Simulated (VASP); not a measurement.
# ZnCu (P4/mmm) in VASP: single point with PBE

Aim: the single point of ZnCu with PBE.

All numbers are computed with VASP 6.6.1; they aren't measurements. Logs are shortened: lines on timing, memory, paths and dates and some standing lists are left out, and cuts for length are marked.

**1. The cell of the first run**

The structure is tetragonal, space group P4/mmm (No. 123). The conventional cell has a = 2.945 Å, b = 2.945 Å, c = 3.033 Å, α = 90.00°, β = 90.00°, γ = 90.00°. Zn (site symmetry 4/mmm) has 8 Cu at 2.58 Å and 6 Zn at 2.94 to 3.03 Å within 3.4 Å. Within 3.4 Å of Cu (site symmetry 4/mmm) lie 8 Zn at 2.58 Å and 6 Cu at 2.94 to 3.03 Å.

**2. Single point, PBE (strain +0.0300 x Voigt [0, 1, 0, 0, 0, 0])**

Contents of INCAR:

```
SYSTEM = ZnCu
PREC = Accurate
ENCUT = 820
EDIFF = 1E-6
ISMEAR = 0
SIGMA = 0.15
LREAL = .FALSE.
LASPH = .TRUE.
NELM = 120
ALGO = Normal
ISIF = 2
LWAVE = .FALSE.
LCHARG = .FALSE.
GGA = PE
NBANDS = 22
GGA_COMPAT = .FALSE.
```

Contents of KPOINTS:

```
Automatic mesh
0
G
  16 16 16
  0 0 0
```

Contents of POSCAR:

```
ZnCu
1.0
    2.9450000000      0.0000000000      0.0000000000
    0.0000000000      3.0333500000      0.0000000000
    0.0000000000      0.0000000000      2.9450000000
Zn Cu
1 1
Direct
    0.5000000000      0.5000000000      0.5000000000
    0.0000000000      0.0000000000      0.0000000000
```

Potentials or basis: VASP PAW PBE potentials, release 64 (Zn, Cu_sv_GW).

The run is started by

```sh
cat potpaw_PBE.64/Zn/POTCAR potpaw_PBE.64/Cu_sv_GW/POTCAR > POTCAR
mpirun -np 1 vasp_std > vasp.out
```

OUTCAR:

```text
SYSTEM = ZnCu
   PREC = Accurate
   ENCUT = 820
   EDIFF = 1E-6
   ISMEAR = 0
   LREAL = .FALSE.
   LASPH = .TRUE.
   NELM = 120
   ISIF = 2
   GGA = PE

 ion  position               nearest neighbor table
   1  0.500  0.500  0.500-   2 2.58   2 2.58   2 2.58   2 2.58   2 2.58   2 2.58   2 2.58   2 2.58

   2  0.000  0.000  0.000-   1 2.58   1 2.58   1 2.58   1 2.58   1 2.58   1 2.58   1 2.58   1 2.58

  LATTYP: Found a simple tetragonal cell.
 ALAT       =     2.9450000000
 C/A-ratio  =     1.0300000000

  Lattice vectors:

 A1 = (  -2.9450000000,   0.0000000000,   0.0000000000)
 A2 = (   0.0000000000,   0.0000000000,   2.9450000000)
 A3 = (   0.0000000000,   3.0333500000,   0.0000000000)

Analysis of symmetry for initial positions (statically):
=====================================================================
 Subroutine PRICEL returns:
 Original cell was already a primitive cell.

 Routine SETGRP: Setting up the symmetry group for a
 simple tetragonal supercell.

 Subroutine GETGRP returns: Found 16 space group operations
 (whereof 16 operations were pure point group operations)
 out of a pool of 16 trial point group operations.

The static configuration has the point symmetry D_4h.

Analysis of symmetry for dynamics (positions and initial velocities):
=====================================================================
 Subroutine PRICEL returns:
 Original cell was already a primitive cell.

 Routine SETGRP: Setting up the symmetry group for a
 simple tetragonal supercell.

 Subroutine GETGRP returns: Found 16 space group operations
 (whereof 16 operations were pure point group operations)
 out of a pool of 16 trial point group operations.

The dynamic configuration has the point symmetry D_4h.

 Subroutine INISYM returns: Found 16 space group operations
 (whereof 16 operations are pure point group operations),
 and found     1 'primitive' translations

----------------------------------------------------------------------------------------

                                     Primitive cell

  volume of cell :      26.3083

  direct lattice vectors                    reciprocal lattice vectors
     2.945000000  0.000000000  0.000000000     0.339558574  0.000000000  0.000000000
     0.000000000  3.033350000  0.000000000     0.000000000  0.329668518  0.000000000
     0.000000000  0.000000000  2.945000000     0.000000000  0.000000000  0.339558574

  length of vectors
     2.945000000  3.033350000  2.945000000     0.339558574  0.329668518  0.339558574
[... 79 lines left out ...]
   ENCUT  =  820.0 eV  60.27 Ry    7.76 a.u.   6.88  7.08  6.88*2*pi/ulx,y,z
   NELM   =    120;   NELMIN=  2; NELMDL= -5     # of ELM steps
   EDIFF  = 0.1E-05   stopping-criterion for ELM
   LREAL  =      F    real-space projection
   EDIFFG = 0.1E-04   stopping-criterion for IOM
   NSW    =      0    number of steps for IOM
   IBRION =     -1    ionic relax: 0-MD 1-quasi-New 2-CG
   NFREE  =      0    steps in history (QN), initial steepest desc. (CG)
   ISIF   =      2    stress and relaxation
   ISYM   =      2    0-nonsym 1-usesym 2-fastsym
   POTIM  = 0.5000    time-step for ionic-motion
   TEBEG  =    0.0;   TEEND  =   0.0 temperature during run
   PSTRESS=    0.0 pullay stress
   NELECT =      31.0000    total number of electrons
   NUPDOWN=      -1.0000    fix difference up-down
   EMIN   =  10.00;   EMAX   =-10.00  energy-range for DOS
   EFERMI =   0.00;   METHOD = LEGACY
   ISMEAR =     0;   SIGMA  =   0.15  broadening in eV -4-tet -1-fermi 0-gaus
   EFERMI_NEDOS =   21; number of points for ismear=-14 and -15
   IALGO  =     38    algorithm
   IMIX   =      4    mixing-type and parameters
     AMIX     =   0.40;   BMIX     =  1.00
     AMIX_MAG =   1.60;   BMIX_MAG =  1.00
  volume/ion in A,a.u.               =      13.15        88.77
  Fermi-wavevector in a.u.,A,eV,Ry     =   1.729143  3.267607 40.680563  2.989937
  Thomas-Fermi vector in A             =   2.803944
   LORBIT       =      0    0 simple, 1 ext, 2 COOP (PROOUT), +10 PAW based schemes
   GGA     = PE    functional components
   LHFCALC =     F    Hartree Fock is set to
   AEXX    =    0.0000 exact exchange contribution
   IVDW    =     0    specifies the selected vdW correction
   LEPSILON=     F    determine dielectric tensor
   LRPA    =     F    only Hartree local field effects (RPA)
 non-spin polarized calculation
 Gauss-broadening in eV      SIGMA  =   0.15
  energy-cutoff  :      820.00
  volume of cell :       26.31
 maximum number of plane-waves:      1424
 NGX is ok and might be reduce to    28
   NGX = 13   NGY = 15   NGZ = 13

 number of electron      30.9999999 magnetization

 Free energy of the ion-electron system (eV)
  ---------------------------------------------------
  ext. energy  EPLUGINS =         0.00000000
  ---------------------------------------------------
  free energy    TOTEN  =        -5.07856816 eV

  energy without entropy =       -5.07216668  energy(sigma->0) =       -5.07536742

 E-fermi :   5.2632     XC(G=0): -12.5220

 val. band max:        5.2577137135   @ k =   0.3750   0.1250   0.3750
 cond. band min:       5.2636901407   @ k =   0.4375   0.5000   0.2500
 fundamental gap:      0.0059764272
 Fermi energy:         5.2631529010

 k-point     1 :       0.0000    0.0000    0.0000
  band No.  band energies     occupation
      1    -107.6679      2.00000
      2     -65.0452      2.00000
      3     -65.0374      2.00000
      4     -65.0374      2.00000
      5      -4.8709      2.00000
      6      -2.4978      2.00000
[... 589 lines left out ...]
     21      19.6645      0.00000
     22      21.8899      0.00000

 [... further k-points ...]

------------------------ aborting loop because EDIFF is reached ----------------------------------------

  FORCE on cell =-STRESS in cart. coord.  units (eV):
  Direction    XX          YY          ZZ          XY          YZ          ZX
  --------------------------------------------------------------------------------------
  -------------------------------------------------------------------------------------
  Total       -0.2678998     -0.2674536     -0.2678998      0.0000000      0.0000000      0.0000000
  in kB      -16.3151039    -16.2879328    -16.3151039      0.0000000      0.0000000      0.0000000
  external PRESSURE =     -16.3060469 kB  Pullay stress =       0.0000000 kB

 VOLUME and BASIS-vectors are now :
 -----------------------------------------------------------------------------
  energy-cutoff  :      820.00
  volume of cell :       26.31
      direct lattice vectors                 reciprocal lattice vectors
     2.945000000  0.000000000  0.000000000     0.339558574  0.000000000  0.000000000
     0.000000000  3.033350000  0.000000000     0.000000000  0.329668518  0.000000000
     0.000000000  0.000000000  2.945000000     0.000000000  0.000000000  0.339558574

 POSITION                                       TOTAL-FORCE (eV/Angst)
 -----------------------------------------------------------------------------------
      1.47250      1.51667      1.47250         0.000000      0.000000      0.000000
      0.00000      0.00000      0.00000         0.000000      0.000000      0.000000
 -----------------------------------------------------------------------------------
    total drift:                                0.000000      0.000000      0.000000

  FREE ENERGIE OF THE ION-ELECTRON SYSTEM (eV)
  ---------------------------------------------------
  free  energy   TOTEN  =        -5.0785681599 eV

  energy  without entropy=       -5.0721666817  energy(sigma->0) =       -5.07536742
```

It took 3.6 min on 1 thread of AMD EPYC 9R45 (Zen 5), shared host; peak memory 0.6 GiB.

What came out:

```yaml
Free_energy: -5.0786 eV
Pressure: -1.6 GPa
Band_gap_on_the_k_mesh: zero (an odd number of electrons rules out a gap without spin polarisation)
```

Levels at points of the mesh, in eV from the Fermi level:
```tsv
k point	band 13	band 14	band 15	band 16	band 17	band 18	band 19	band 20
(0.00, 0.00, 0.00)	-2.65	-2.65	-2.62	5.44	6.45	6.45	10.58	11.35
(0.50, 0.00, 0.00)	-3.23	-3.14	-2.72	-1.89	10.96	11.51	11.87	12.49
(0.00, 0.50, 0.00)	-3.13	-3.13	-2.68	-2.07	11.58	11.58	12.23	12.23
(0.50, 0.50, 0.00)	-2.77	-2.43	-1.91	-1.85	1.57	1.87	13.87	15.52
(0.50, 0.00, 0.50)	-2.82	-2.38	-1.69	-1.69	1.84	2.17	13.15	14.76
(0.50, 0.50, 0.50)	-2.42	-2.36	3.65	4.20	4.20	4.34	4.36	4.36
```

Caveat: the cell differs from its parent crystal (strain +0.0300 x Voigt [0, 1, 0, 0, 0, 0]).
